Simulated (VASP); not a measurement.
Wanted: the native input for a VASP 6.6.1 run.

* Task: single point
* Functional: PBEsol
* Potentials or basis: VASP PAW PBE potentials, release 64 (Ti_sv)
* Cutoff: 520 eV
* k mesh: 24 × 24 × 14
* Occupations: gaussian, width 0.15 eV
* Spin: no spin polarisation
* Dipole correction: no
* Further INCAR settings: ALGO = Fast; EDIFF = 1e-06; NBANDS = 19

The structure of Ti lies in POSCAR:

```
Ti
1.0
    2.8859330244      0.0000000000      0.0000000000
   -1.4429665122      2.5244098184      0.0000000000
    0.0000000000      0.0000000000      4.5909904469
Ti
2
Direct
    0.3333333333      0.6666666667      0.2500000000
    0.6666666667      0.3333333333      0.7500000000
```

This cell differs from its parent crystal: strain -0.0050 x Voigt [1, -1, 0, 0, 0, 0].

These files were run (other wordings do the same):

INCAR

```
PREC = Accurate
ENCUT = 520
EDIFF = 1E-6
ISMEAR = 0
SIGMA = 0.15
LREAL = F
LASPH = T
NELM = 80
ALGO = Fast
ISIF = 2
LWAVE = F
LCHARG = F
GGA = PS
NBANDS = 19
```

KPOINTS

```
Automatic mesh
0
Gamma
  24 24 14
```

Potentials or basis: VASP PAW PBE potentials, release 64 (Ti_sv).

Run with:

```bash
$ cat potpaw_PBE.64/Ti_sv/POTCAR > POTCAR
$ mpirun -np 1 vasp_std > vasp.out
```

It gave:

```
Pressure               : -0.3 GPa
Largest force          : 0.027 eV/Å
Band gap on the k mesh : zero (bands 12 and 13 overlap by 1.23 eV)
```

Caveat: the cell differs from its parent crystal (strain -0.0050 x Voigt [1, -1, 0, 0, 0, 0]); the PAW data sets were made with another functional, which shifts forces and pressure a little.

It took 14 min on 1 thread of Intel(R) Xeon(R) 6975P-C (Granite Rapids) (shared host), peak memory 0.7 GiB.
